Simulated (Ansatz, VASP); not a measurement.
# One calculation of Fe, two programs

INCAR

```
SYSTEM = Fe
PREC = Accurate
ENCUT = 520
EDIFF = 1E-6
ISMEAR = -1
SIGMA = 0.1
LREAL = .FALSE.
LASPH = .TRUE.
NELM = 100
ALGO = Normal
ISIF = 2
LWAVE = .FALSE.
LCHARG = .TRUE.
GGA = PS
LELF = .TRUE.
LVHAR = .TRUE.
NBANDS = 19
```

The input KPOINTS:

```
Automatic mesh
0
G
  11 11 15
  0 0 0
```

The input POSCAR:

```
Fe
1.0
    3.8094953719      0.0000000000      0.0000000000
   -1.9047476859      3.2991197677      0.0000000000
    0.0000000000      0.0000000000      2.3929989098
Fe
3
Direct
    1.0000000000      1.0000000000      0.0000000000
    0.3333333333      0.6666666667      0.5000000000
    0.6666666667      0.3333333333      0.5000000000
```

Input for Ansatz:

```yaml
crystal:
  lattice:
    - [3.8094953719, 0.0, 0.0]
    - [-1.9047476859, 3.2991197677, 0.0]
    - [0.0, 0.0, 2.3929989098]
  atoms:
    - { symbol: Fe, position: [1.0, 1.0, 0.0] }
    - { symbol: Fe, position: [0.3333333333, 0.6666666667, 0.5] }
    - { symbol: Fe, position: [0.6666666667, 0.3333333333, 0.5] }
hamiltonian:
  xc: pbesol
  pseudopotentials:
    kind: paw
    azcp:
      Fe: "pseudopotentials/Fe.paw.azcp"
basis:
  ecutwfc: 420
  fft_grid_basis: typed
kpoints:
  mp_grid: { grid: [11, 11, 15], shift: [0, 0, 0] }
magnetization:
  spin_polarized: false
scf:
  occupations: { method: fermi_dirac, width: 0.1 }
  lower_state_search: "off"
output:
  stress: true
```

Alike in both runs: task single point; functional PBEsol; k mesh 11 × 11 × 15; occupations fermi-dirac, width 0.1 eV; no spin polarisation.

|  | VASP | Ansatz |
| --- | --- | --- |
| version | VASP 6.6.1 | Ansatz 0.2.0 |
| potentials or method | VASP PAW PBE potentials, release 64 (Fe), cutoff 520 eV | plane waves (420 eV) with PAW, scalar-relativistic |
| valence electrons in the cell | 24 | 48 |

Ansatz gave:

- pressure (GPa): 0.0
- traceless stress, the component that is largest in VASP (GPa): -0.33

**Question.** Which values does VASP return?

**Answer.** Pressure (GPa): -0.4; traceless stress, the component that is largest in VASP (GPa): -0.21.

VASP's potentials were made for PBE, not for PBEsol, and Ansatz warns of the same on its side. VASP's potentials hold 24 valence electrons a cell and Ansatz's 48, so a difference there can come from the potentials and not from the codes.
